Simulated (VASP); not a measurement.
A run of VASP 6.6.1 is set up as follows.

Contents of INCAR:

```
SYSTEM = Ni
PREC = Accurate
ENCUT = 520
EDIFF = 1E-6
ISMEAR = -1
SIGMA = 0.1
LREAL = .FALSE.
LASPH = .TRUE.
NELM = 150
ALGO = Normal
ISIF = 2
LWAVE = .FALSE.
LCHARG = .FALSE.
ISPIN = 2
MAGMOM = 1.5 1.5
LORBIT = 11
LMAXMIX = 4
GGA = PS
NBANDS = 21
```

Contents of KPOINTS:

```
regular mesh
0
G
  13 13 7
  0 0 0
```

Contents of POSCAR:

```
Ni
1.0
    2.3809198161      0.0000000000      0.0000000000
   -1.1904594218      2.0619369410      0.0000000000
    0.0000000000      0.0000000000      3.9611675521
Ni
2
Direct
    0.3333333333      0.6666666667      0.2500000000
    0.6666666667      0.3333333333      0.7500000000
```

Potentials or basis: VASP PAW PBE potentials, release 64 (Ni).

Command:

```sh
$ cat potpaw_PBE.64/Ni/POTCAR > POTCAR
$ mpirun -np 1 vasp_std > vasp.out
```

What does it give for the site moments?

Ni +0.59 μB.

What does it give for the net moment?

1.18 μB per cell.

Predict the pressure.

18.5 GPa.

Stress tensor (GPa, compression positive):
```
20.16  0.00  0.00
 0.00 20.16  0.00
 0.00  0.00 15.14
```

Caveat: the cell stands under pressure; the PAW data sets were made with another functional, which shifts forces and pressure a little.
